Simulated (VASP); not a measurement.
# Ga3Sb (Fmmm) in VASP: single point with PBE

Aim: the single point of Ga3Sb with PBE.

Program: VASP 6.6.1. These are calculated values, not measurements. Logs are shortened: lines on timing, memory, paths and dates and some standing lists are left out, and cuts for length are marked.

**1. The cell of the first run**

Symmetry: Fmmm, No. 69, orthorhombic system. The conventional cell has a = 6.424 Å, b = 6.505 Å, c = 8.441 Å, α = 90.00°, β = 90.00°, γ = 90.00°. Ga (site symmetry 222) has 10 Ga at 3.11 to 4.22 Å and 4 Sb at 3.11 Å within 4.3 Å. Within 4.3 Å of Ga (site symmetry mmm) lie 8 Ga at 3.11 Å and 6 Sb at 3.21 to 4.22 Å. Within 4.3 Å of Sb (site symmetry mmm) lie 14 Ga at 3.11 to 4.22 Å.

**2. Single point, PBE (strain +0.0125 x Voigt [0, 0, 0, 0, 0, 1])**

File INCAR:

```
PREC = Accurate ; ENCUT = 520
EDIFF = 1E-7 ; ISMEAR = 0
SIGMA = 0.15 ; LREAL = F
LASPH = T ; NELM = 60
ALGO = Fast ; ISIF = 2
LWAVE = F ; LCHARG = T
GGA = PE ; LELF = T
LVHAR = T ; NBANDS = 30
```

File KPOINTS:

```
regular mesh
0
Gamma
  14 14 14
```

File POSCAR:

```
Ga3Sb
1.0
   -2.2713804136      2.2713804136      4.2203249441
    2.2713804136     -2.2713804136      4.2203249441
    2.2999512364      2.2999512364     -4.2203249441
Ga Sb
3 1
Direct
    0.7500000000      0.2500000000      0.5000000000
    0.2500000000      0.7500000000      0.5000000000
    0.5000000000      0.5000000000      0.0000000000
    0.0000000000      0.0000000000      0.0000000000
```

Potentials or basis: VASP PAW PBE potentials, release 64 (Ga_d, Sb).

On the command line:

```console
$ cat potpaw_PBE.64/Ga_d/POTCAR potpaw_PBE.64/Sb/POTCAR > POTCAR
$ mpirun -np 1 vasp_std > vasp.out
```

OUTCAR:

```text
PREC = Accurate
   ENCUT = 520
   EDIFF = 1E-7
   ISMEAR = 0
   LREAL = F
   LASPH = T
   NELM = 60
   ISIF = 2
   GGA = PE

 ion  position               nearest neighbor table
   1  0.750  0.250  0.500-   4 3.11   4 3.11   4 3.11   4 3.11
   2  0.250  0.750  0.500-   4 3.11   4 3.11   4 3.11   4 3.11
   3  0.500  0.500  0.000-   4 3.21   4 3.21   4 3.25   4 3.25
   4  0.000  0.000  0.000-   1 3.11   2 3.11   1 3.11   2 3.11   1 3.11   2 3.11   1 3.11   2 3.11
                             3 3.21   3 3.21   3 3.25   3 3.25

  LATTYP: Found a face centered orthorhombic cell.
 ALAT       =     6.4244339724
 B/A-ratio  =     1.0125786163
 C/A-ratio  =     1.3138355728

  Lattice vectors:

 A1 = (   2.2999512364,   2.2999512364,   4.2203249441)
 A2 = (   2.2713804136,  -2.2713804136,   4.2203249441)
 A3 = (   4.5713316500,   0.0285708228,   0.0000000000)

Analysis of symmetry for initial positions (statically):
=====================================================================
 Subroutine PRICEL returns:
 Original cell was already a primitive cell.

 Routine SETGRP: Setting up the symmetry group for a
 face centered orthorhombic supercell.

 Subroutine GETGRP returns: Found  8 space group operations
 (whereof  8 operations were pure point group operations)
 out of a pool of  8 trial point group operations.

The static configuration has the point symmetry D_2h.

Analysis of symmetry for dynamics (positions and initial velocities):
=====================================================================
 Subroutine PRICEL returns:
 Original cell was already a primitive cell.

 Routine SETGRP: Setting up the symmetry group for a
 face centered orthorhombic supercell.

 Subroutine GETGRP returns: Found  8 space group operations
 (whereof  8 operations were pure point group operations)
 out of a pool of  8 trial point group operations.

The dynamic configuration has the point symmetry D_2h.

 Subroutine INISYM returns: Found  8 space group operations
 (whereof  8 operations are pure point group operations),
 and found     1 'primitive' translations

----------------------------------------------------------------------------------------

                                     Primitive cell

  volume of cell :      88.1890

  direct lattice vectors                    reciprocal lattice vectors
    -2.271380414  2.271380414  4.220324944    -0.001367270  0.218763183  0.118474290
     2.271380414 -2.271380414  4.220324944     0.218763183 -0.001367270  0.118474290
     2.299951236  2.299951236 -4.220324944     0.217395913  0.217395913  0.000000000

  length of vectors
     5.303723277  5.303723277  5.328291848     0.248787775  0.248787775  0.307444249

  position of ions in fractional coordinates (direct lattice)
     0.750000000  0.250000000  0.500000000
     0.250000000  0.750000000  0.500000000
     0.500000000  0.500000000  0.000000000
     0.000000000  0.000000000  0.000000000

  ion indices of the primitive-cell ions
   primitive index   ion index
                 1           1
                 2           2
                 3           3
                 4           4

----------------------------------------------------------------------------------------

 KPOINTS: regular mesh

Automatic generation of k-mesh.
 Grid dimensions read from file:
 generate k-points for:   14   14   14

 Generating k-lattice:

  Cartesian coordinates                     Fractional coordinates (reciprocal lattice)
    -0.000097662  0.015625942  0.008462449     0.071428571  0.000000000  0.000000000
     0.015625942 -0.000097662  0.008462449     0.000000000  0.071428571  0.000000000
     0.015528280  0.015528280  0.000000000     0.000000000  0.000000000  0.071428571

  Length of vectors
     0.017770555  0.017770555  0.021960304

  Shift w.r.t. Gamma in fractional coordinates (k-lattice)
     0.000000000  0.000000000  0.000000000

 Subroutine IBZKPT returns following result:
 ===========================================

 Found    428 irreducible k-points:

 Following reciprocal coordinates:
            Coordinates               Weight
  0.000000  0.000000  0.000000      1.000000
  0.071429 -0.000000  0.000000      8.000000
  0.142857 -0.000000  0.000000      8.000000
  0.214286 -0.000000  0.000000      8.000000
  0.285714 -0.000000  0.000000      8.000000
  0.357143 -0.000000  0.000000      8.000000
[... 16 lines left out ...]
  0.214286  0.142857  0.000000      8.000000
  0.285714  0.142857  0.000000      8.000000
 [... further k-points ...]
   k-points           NKPTS =    428   k-points in BZ     NKDIM =    428   number of bands    NBANDS=     30
   number of dos      NEDOS =    301   number of ions     NIONS =      4
   total plane-waves  NPLWV =  64000
   dimension x,y,z NGX =    40 NGY =   40 NGZ =   40
   dimension x,y,z NGXF=    80 NGYF=   80 NGZF=   80
   ions per type =               3   1
   NGX,Y,Z   is equivalent  to a cutoff of  12.54, 12.54, 12.48 a.u.
   NGXF,Y,Z  is equivalent  to a cutoff of  25.08, 25.08, 24.96 a.u.
 SYSTEM =  unknown system
   PREC   = accura    normal or accurate (medium, high low for compatibility)
   ISTART =      0    job   : 0-new  1-cont  2-samecut
   ICHARG =      2    charge: 1-file 2-atom 10-const
   ISPIN  =      1    spin polarized calculation?
   LNONCOLLINEAR =      F non collinear calculations
   LSORBIT =      F    spin-orbit coupling
   LASPH  =      T    aspherical Exc in radial PAW
   ENCUT  =  520.0 eV  38.22 Ry    6.18 a.u.   9.86  9.86  9.91*2*pi/ulx,y,z
   NELM   =     60;   NELMIN=  2; NELMDL= -5     # of ELM steps
   EDIFF  = 0.1E-06   stopping-criterion for ELM
   LREAL  =      F    real-space projection
   EDIFFG = 0.1E-05   stopping-criterion for IOM
   NSW    =      0    number of steps for IOM
   IBRION =     -1    ionic relax: 0-MD 1-quasi-New 2-CG
   NFREE  =      0    steps in history (QN), initial steepest desc. (CG)
   ISIF   =      2    stress and relaxation
   ISYM   =      2    0-nonsym 1-usesym 2-fastsym
   POTIM  = 0.5000    time-step for ionic-motion
   TEBEG  =    0.0;   TEEND  =   0.0 temperature during run
   PSTRESS=    0.0 pullay stress
   NELECT =      44.0000    total number of electrons
   NUPDOWN=      -1.0000    fix difference up-down
   EMIN   =  10.00;   EMAX   =-10.00  energy-range for DOS
   EFERMI =   0.00;   METHOD = LEGACY
   ISMEAR =     0;   SIGMA  =   0.15  broadening in eV -4-tet -1-fermi 0-gaus
   EFERMI_NEDOS =   21; number of points for ismear=-14 and -15
   IALGO  =     68    algorithm
   IMIX   =      4    mixing-type and parameters
     AMIX     =   0.40;   BMIX     =  1.00
     AMIX_MAG =   1.60;   BMIX_MAG =  1.00
  volume/ion in A,a.u.               =      22.05       148.78
  Fermi-wavevector in a.u.,A,eV,Ry     =   1.298437  2.453690 22.938593  1.685939
  Thomas-Fermi vector in A             =   2.429765
   LORBIT       =      0    0 simple, 1 ext, 2 COOP (PROOUT), +10 PAW based schemes
   GGA     = PE    functional components
   LHFCALC =     F    Hartree Fock is set to
   AEXX    =    0.0000 exact exchange contribution
   IVDW    =     0    specifies the selected vdW correction
   LEPSILON=     F    determine dielectric tensor
   LRPA    =     F    only Hartree local field effects (RPA)
 non-spin polarized calculation
 RMM-DIIS sequential band-by-band and
 Gauss-broadening in eV      SIGMA  =   0.15
  energy-cutoff  :      520.00
  volume of cell :       88.19
 maximum number of plane-waves:      2399
   NGX = 19   NGY = 19   NGZ = 19

 number of electron      43.9999997 magnetization

 Free energy of the ion-electron system (eV)
  ---------------------------------------------------
  ext. energy  EPLUGINS =         0.00000000
  ---------------------------------------------------
  free energy    TOTEN  =       -12.59566077 eV

  energy without entropy =      -12.58100564  energy(sigma->0) =      -12.58833321

 E-fermi :   6.0348     XC(G=0): -10.4956

 val. band max:        6.0321482634   @ k =  -0.2857   0.3571   0.2857
 cond. band min:       6.0405533249   @ k =   0.0000   0.0000   0.0714
 fundamental gap:      0.0084050615
 Fermi energy:         6.0348313418

 k-point     1 :       0.0000    0.0000    0.0000
  band No.  band energies     occupation
      1      -8.9232      2.00000
      2      -8.8948      2.00000
      3      -8.8734      2.00000
      4      -8.8717      2.00000
      5      -8.8674      2.00000
      6      -8.8472      2.00000
[... 22 lines left out ...]
     29      11.8886      0.00000
     30      12.4268      0.00000

 k-point     2 :       0.0714   -0.0000    0.0000
  band No.  band energies     occupation
      1      -8.9212      2.00000
      2      -8.8944      2.00000
      3      -8.8781      2.00000
      4      -8.8728      2.00000
      5      -8.8644      2.00000
      6      -8.8532      2.00000
[... 22 lines left out ...]
     29      12.2018      0.00000
     30      12.7478      0.00000

 k-point     3 :       0.1429   -0.0000    0.0000
  band No.  band energies     occupation
      1      -8.9151      2.00000
      2      -8.8952      2.00000
      3      -8.8810      2.00000
      4      -8.8776      2.00000
      5      -8.8640      2.00000
      6      -8.8507      2.00000
[... 22 lines left out ...]
     29      12.9737      0.00000
     30      13.5421      0.00000

 k-point     4 :       0.2143   -0.0000    0.0000
  band No.  band energies     occupation
      1      -8.9056      2.00000
      2      -8.8974      2.00000
      3      -8.8883      2.00000
      4      -8.8716      2.00000
      5      -8.8669      2.00000
      6      -8.8423      2.00000
[... 22 lines left out ...]
     29      13.0295      0.00000
     30      13.9277      0.00000

 k-point     5 :       0.2857   -0.0000    0.0000
  band No.  band energies     occupation
      1      -8.8988      2.00000
      2      -8.8971      2.00000
      3      -8.8904      2.00000
      4      -8.8689      2.00000
      5      -8.8613      2.00000
      6      -8.8329      2.00000
[... 22 lines left out ...]
     29      11.9204      0.00000
     30      12.6875      0.00000
[... 526 lines left out ...]
     29      12.0258      0.00000
     30      13.3695      0.00000

 k-point    22 :       0.1429    0.1429    0.0000
  band No.  band energies     occupation
      1      -8.9122      2.00000
      2      -8.9030      2.00000
      3      -8.8844      2.00000
      4      -8.8796      2.00000
      5      -8.8594      2.00000
      6      -8.8531      2.00000
[... 22 lines left out ...]
     29      11.9243      0.00000
     30      12.7303      0.00000

 k-point    23 :       0.2143    0.1429    0.0000
  band No.  band energies     occupation
      1      -8.9135      2.00000
      2      -8.8983      2.00000
      3      -8.8877      2.00000
      4      -8.8736      2.00000
      5      -8.8630      2.00000
      6      -8.8435      2.00000
[... 22 lines left out ...]
     29      10.7840      0.00000
     30      13.2730      0.00000

 k-point    24 :       0.2857    0.1429    0.0000
  band No.  band energies     occupation
      1      -8.9140      2.00000
      2      -8.8915      2.00000
      3      -8.8870      2.00000
      4      -8.8689      2.00000
      5      -8.8626      2.00000
      6      -8.8327      2.00000
[... 22 lines left out ...]
     29      11.3410      0.00000
     30      13.3708      0.00000

 [... further k-points ...]
[... 5 lines left out ...]
  --------------------------------------------------------------------------------------
  -------------------------------------------------------------------------------------
  Total        0.0274450      0.0274450     -0.0029175     -0.0770744      0.0000000      0.0000000
  in kB        0.4986086      0.4986086     -0.0530047     -1.4002520      0.0000000      0.0000000
  external PRESSURE =       0.3147375 kB  Pullay stress =       0.0000000 kB

 VOLUME and BASIS-vectors are now :
 -----------------------------------------------------------------------------
  energy-cutoff  :      520.00
  volume of cell :       88.19
      direct lattice vectors                 reciprocal lattice vectors
    -2.271380414  2.271380414  4.220324944    -0.001367270  0.218763183  0.118474290
     2.271380414 -2.271380414  4.220324944     0.218763183 -0.001367270  0.118474290
     2.299951236  2.299951236 -4.220324944     0.217395913  0.217395913  0.000000000

 POSITION                                       TOTAL-FORCE (eV/Angst)
 -----------------------------------------------------------------------------------
      0.01429      2.28567      2.11016        -0.000000      0.000000      0.000000
      2.28567      0.01429      2.11016         0.000000     -0.000000     -0.000000
      0.00000      0.00000      4.22032         0.000000      0.000000     -0.000000
      0.00000      0.00000      0.00000         0.000000      0.000000     -0.000000
 -----------------------------------------------------------------------------------
    total drift:                               -0.000000     -0.000000      0.000000

  FREE ENERGIE OF THE ION-ELECTRON SYSTEM (eV)
  ---------------------------------------------------
  free  energy   TOTEN  =       -12.5956607722 eV

  energy  without entropy=      -12.5810056379  energy(sigma->0) =      -12.58833321
```

It took 17 min on 1 thread of AMD EPYC 9R14 (Zen 4), shared host; peak memory 0.93 GiB.

What came out:

```yaml
Free_energy: -12.5957 eV
Pressure: 0.0 GPa
Band_gap_on_the_k_mesh: zero (bands 22 and 23 overlap by 4.35 eV)
```

Stress tensor (GPa, compression positive):
```
 0.05 -0.14  0.00
-0.14  0.05  0.00
 0.00  0.00 -0.01
```

Levels at points of the mesh, in eV from the Fermi level:
| k point | band 19 | band 20 | band 21 | band 22 | band 23 | band 24 | band 25 | band 26 |
| --- | --- | --- | --- | --- | --- | --- | --- | --- |
| (0.00, 0.00, 0.00) | -2.66 | -2.25 | -1.91 | -1.82 | -0.54 | -0.46 | 0.20 | 0.48 |
| (0.50, 0.00, 0.00) | -4.42 | -1.70 | -1.40 | -0.94 | -0.31 | 1.78 | 2.81 | 3.36 |
| (0.50, 0.50, 0.00) | -5.27 | -4.66 | -4.28 | 0.99 | 1.03 | 1.50 | 1.84 | 5.54 |
| (0.00, 0.00, 0.50) | -5.15 | -4.63 | -4.23 | 0.94 | 0.97 | 1.48 | 1.75 | 5.74 |
| (0.50, 0.50, 0.50) | -3.57 | -3.54 | -3.50 | 2.54 | 3.55 | 3.70 | 4.06 | 4.91 |

Caveat: the cell differs from its parent crystal (strain +0.0125 x Voigt [0, 0, 0, 0, 0, 1]); spin-orbit coupling is left out, which moves the levels of the heavy elements.
